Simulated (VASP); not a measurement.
Runs of VASP 6.6.1 on Os. The structure is that of space group P6_3/mmc (No. 194), or close to it. The cells are those of the table. 

| task | cell | gap on the mesh (eV) | pressure (GPa) |
| --- | --- | --- | --- |
| single point | a = 2.678, b = 2.678, c = 4.232 Å, angles 90.0, 90.0, 120.0°, 2 atoms | none | 40.9 |
| electric field gradients | a = 2.770, b = 2.770, c = 4.377 Å, angles 90.0, 90.0, 120.0°, 2 atoms | none | -7.3 |
| electric field gradients | a = 2.743, b = 2.743, c = 4.334 Å, angles 90.0, 90.0, 120.0°, 2 atoms | none | 4.3 |
| single point | a = 2.716, b = 2.716, c = 4.291 Å, angles 90.0, 90.0, 120.0°, 2 atoms | none | 18.2 |
| single point | a = 2.770, b = 2.770, c = 4.377 Å, angles 90.0, 90.0, 120.0°, 2 atoms | none | -7.3 |
| single point | a = 2.743, b = 2.743, c = 4.334 Å, angles 90.0, 90.0, 120.0°, 2 atoms | none | 4.3 |
| electric field gradients | a = 2.757, b = 2.757, c = 4.355 Å, angles 90.0, 90.0, 120.0°, 2 atoms | none | -1.8 |
| electric field gradients | a = 2.678, b = 2.678, c = 4.232 Å, angles 90.0, 90.0, 120.0°, 2 atoms | none | 40.9 |
| electric field gradients | a = 2.716, b = 2.716, c = 4.291 Å, angles 90.0, 90.0, 120.0°, 2 atoms | none | 18.2 |
| electric field gradients | a = 2.734, b = 2.722, c = 4.320 Å, angles 89.8, 89.4, 119.6°, 2 atoms | none | (a) |

Alike in all rows: level PBE; potentials or basis VASP PAW PBE potentials, release 64 (Os); no spin polarisation; k mesh 15 × 15 × 9; cutoff (eV) 520; smearing fermi-dirac 0.05 eV.

Fill in the values left out.

(a) 8.8.

Caveats: spin-orbit coupling is left out, which moves the levels of the heavy elements; the cell stands under pressure (at least some runs); the cell stands under tension (at least some runs).

A k mesh can miss the band edges, and the runs leave out spin-orbit coupling on Os.

A gap of «none» marks levels without a gap at the run's occupations.
